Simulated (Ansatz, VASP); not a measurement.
**One calculation of In2S, two programs**

```
CELL_PARAMETERS angstrom
4.11841 0.00000 0.00000
0.00000 4.11841 0.00000
0.00000 0.00000 5.82431
ATOMIC_POSITIONS crystal
In 0.50000 0.00000 0.75000
In 0.00000 0.50000 0.25000
S 0.00000 0.00000 0.00000
```

Change from the starting cell: ordered vacancies on the anion sites of zinc blende (P-4m2, No. 115).

Alike in both runs: task relaxation of cell and atoms; functional PBE; k mesh 4 × 4 × 4; occupations gaussian, width 0.1 eV; no spin polarisation.

```csv
,VASP,Ansatz
version,VASP 6.6.1,Ansatz 0.2.0
potentials or method,"VASP PAW PBE potentials, release 64 (In_d, S), cutoff 600 eV","scalar-relativistic, plane waves, PAW"
valence electrons in the cell,32,32
```

|  | VASP | Ansatz | Ansatz less VASP |
| --- | --- | --- | --- |
| gap on the k mesh at the Fermi level, each at its own relaxed structure (eV) | none | none | - |
| relaxed volume (Å³/atom) | 28.80 | 28.73 | -0.078 |
| relaxed cell length with the largest relative difference (Å) | 3.996 | 3.990 | -0.0059 |

A gap of «none» marks a metal or a gap that the smearing closes.

The k mesh is coarse, so the values compare programs but aren't converged.
